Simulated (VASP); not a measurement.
A run of VASP 6.6.1 is set up as follows.

POSCAR

```
TiS2
1.0
    3.4109097408      0.0000000000      0.0000000000
   -1.7054548704      2.9539344856      0.0000000000
    0.0000000000      0.0000000000      5.7407038262
Ti S
1 2
Direct
    0.0000000000      0.0000000000      0.0000000000
    0.3333333333      0.6666666667      0.2448343712
    0.6666666667      0.3333333333      0.7551656288
```

The input INCAR.step1:

```
SYSTEM = TiS2
PREC = Accurate
ENCUT = 400
EDIFF = 1E-5
ISMEAR = 0
SIGMA = 0.01
LREAL = .FALSE.
LASPH = .TRUE.
NELM = 120
ALGO = Normal
ISIF = 2
LWAVE = .TRUE.
LCHARG = .FALSE.
GGA = PE
NBANDS = 19
GGA_COMPAT = .FALSE.
```

File INCAR.step2:

```
SYSTEM = TiS2
PREC = Accurate
ENCUT = 400
EDIFF = 1E-6
ISMEAR = 0
SIGMA = 0.01
LREAL = .FALSE.
LASPH = .TRUE.
NELM = 120
ALGO = Normal
ISIF = 2
LWAVE = .FALSE.
LCHARG = .FALSE.
GGA = PE
LHFCALC = .TRUE.
AEXX = 0.25
PRECFOCK = Normal
ISTART = 1
NBANDS = 19
GGA_COMPAT = .FALSE.
```

KPOINTS

```
regular mesh
0
G
  6 6 4
  0 0 0
```

Potentials or basis: VASP PAW PBE potentials, release 64 (Ti_sv, S).

Command:

```sh
$ cat potpaw_PBE.64/Ti_sv/POTCAR potpaw_PBE.64/S/POTCAR > POTCAR
$ cp INCAR.step1 INCAR
$ mpirun -np 1 vasp_std > vasp.out
$ cp INCAR.step2 INCAR
$ mpirun -np 1 vasp_std > vasp.out
```

What does it give for the band gap on the k mesh?

1.27 eV (least direct gap 1.81 eV).

Estimate the largest force.

0.244 eV/Å.

Forces on the atoms (eV/Å):
```
Ti   0.000  0.000  0.000
S    0.000  0.000 -0.244
S    0.000  0.000  0.244
```

Caveat: the PAW data sets were made with another functional, which shifts forces and pressure a little. A k mesh can miss the band edges.
